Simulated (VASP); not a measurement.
A run of VASP 6.6.1:

The input INCAR:

```
ALGO = Normal
EDIFF = 1E-6
EDIFFG = -0.005
ENCUT = 600
GGA = PE
IBRION = 2
ISIF = 3
ISMEAR = -1
LASPH = T
LCHARG = F
LREAL = F
LWAVE = F
NELM = 80
NSW = 60
PREC = Accurate
SIGMA = 0.08
```

File KPOINTS:

```
k-points
0
Gamma
  8 8 10
```

POSCAR

```
Ge
1.0
    4.7349730502      0.0000000000      0.0000000000
   -2.3674865251      4.1006069477      0.0000000000
    0.0000000000      0.0000000000      2.9356832911
Ge
3
Direct
    0.0000000000      0.0000000000      0.0000000000
    0.3333333333      0.6666666667      0.5000000000
    0.6666666667      0.3333333333      0.5000000000
```

Potentials or basis: VASP PAW PBE potentials, release 64 (Ge_d).

Run with:

```bash
$ cat potpaw_PBE.64/Ge_d/POTCAR > POTCAR
$ mpirun -np 1 vasp_std > vasp.out
```

Hardware: 1 thread of Intel Xeon 8259CL, with other jobs on the host.

**Question.** How long does it take, and how much memory?

**Answer.** Wall time 13 min on 1 thread of Intel Xeon 8259CL, with other jobs on the host, peak memory 0.25 GiB. Counts: scf iterations 87, k points 60, ion steps 13.
